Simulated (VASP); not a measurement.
Set up this calculation in VASP 6.6.1, as the native input.

- Task: relaxation of cell and atoms
- Functional: r2SCAN
- Potentials or basis: VASP PAW PBE potentials, release 64 (Ta_pv, Ru_pv)
- Cutoff: 600 eV
- k mesh: 10 × 10 × 10
- Occupations: fermi-dirac, width 0.1 eV
- Spin: no spin polarisation
- Dipole correction: no
- Further INCAR settings: ALGO = Normal; EDIFF = 1e-06; IBRION = 2; EDIFFG = -0.002; NSW = 100; ISIF = 3

The system is TaRu.

```
CELL_PARAMETERS angstrom
3.05300 0.00000 0.00000
0.00000 3.05300 0.00000
0.00000 0.00000 3.38900
ATOMIC_POSITIONS crystal
Ta 0.50000 0.50000 0.50000
Ru 0.00000 0.00000 0.00000
```

One way to write it, as run:

POSCAR

```
TaRu
1.0
    3.0530000000      0.0000000000      0.0000000000
    0.0000000000      3.0530000000      0.0000000000
    0.0000000000      0.0000000000      3.3890000000
Ta Ru
1 1
Direct
    0.5000000000      0.5000000000      0.5000000000
    0.0000000000      0.0000000000      0.0000000000
```

INCAR.step1

```
PREC = Accurate
ENCUT = 600
ISMEAR = -1
SIGMA = 0.1
LREAL = F
LASPH = T
NELM = 80
GGA = PE
ALGO = Normal
EDIFF = 1E-4
LWAVE = T
LCHARG = F
```

INCAR.step2

```
PREC = Accurate
ENCUT = 600
EDIFF = 1E-6
ISMEAR = -1
SIGMA = 0.1
LREAL = F
LASPH = T
NELM = 80
ALGO = Normal
ISIF = 3
LWAVE = F
LCHARG = F
METAGGA = R2SCAN
LMIXTAU = T
IBRION = 2
NSW = 100
EDIFFG = -0.002
ISTART = 1
```

KPOINTS

```
Automatic mesh
0
Gamma
  10 10 10
```

Potentials or basis: VASP PAW PBE potentials, release 64 (Ta_pv, Ru_pv).

Launch:

```console
$ cat potpaw_PBE.64/Ta_pv/POTCAR potpaw_PBE.64/Ru_pv/POTCAR > POTCAR
$ cp INCAR.step1 INCAR
$ mpirun -np 1 vasp_std > vasp.out
$ cp INCAR.step2 INCAR
$ mpirun -np 1 vasp_std > vasp.out
```

It gave:

```yaml
Relaxed_volume: 15.79 Å³/atom
Relaxed_cell: a = 3.044 Å, b = 3.044 Å, c = 3.409 Å, α = 90.00°, β = 90.00°, γ = 90.00°
Space_group_after_relaxing_to_0.05_Å: P4/mmm (No. 123)
Energy_gained_by_relaxing: 0.4 meV/atom
Ionic_steps: 5
Pressure_after_relaxing: 0.0 GPa
```

Caveat: the PAW data sets were made with another functional, which shifts forces and pressure a little.

Wall time 20 min on 1 thread of Oxide Virtual Turin-like Processor, with other jobs on the host, peak memory 0.19 GiB.
